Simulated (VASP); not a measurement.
Input of a VASP 6.6.1 run:

The input INCAR:

```
ALGO = Normal
EDIFF = 1E-7
ENCUT = 520
ISIF = 2
ISMEAR = 0
ISPIN = 2
LASPH = T
LCHARG = F
LMAXMIX = 4
LORBIT = 11
LREAL = F
LWAVE = F
MAGMOM = 3 0.4
NBANDS = 20
NELM = 150
PREC = Accurate
SIGMA = 0.05
```

File KPOINTS:

```
k-points
0
Gamma
  16 16 12
```

File POSCAR:

```
FePt
1.0
    2.6591575833      0.0000000000      0.0000000000
    0.0000000000      2.6591575833      0.0000000000
    0.0000000000      0.0000000000      3.6822054149
Fe Pt
1 1
Direct
    0.0000000000      0.0000000000      0.0000000000
    0.5000000000      0.5000000000      0.5000000000
```

Potentials or basis: VASP PAW LDA potentials, release 64 (Fe, Pt).

Launch:

```sh
$ cat potpaw_LDA.64/Fe/POTCAR potpaw_LDA.64/Pt/POTCAR > POTCAR
$ mpirun -np 1 vasp_std > vasp.out
```

**Question.** What does it give for the net moment?

**Answer.** 3.05 μB per cell.

**Question.** Estimate the pressure.

**Answer.** -0.1 GPa.

**Question.** Estimate the site moments.

**Answer.** Fe +2.67; Pt +0.33 μB.
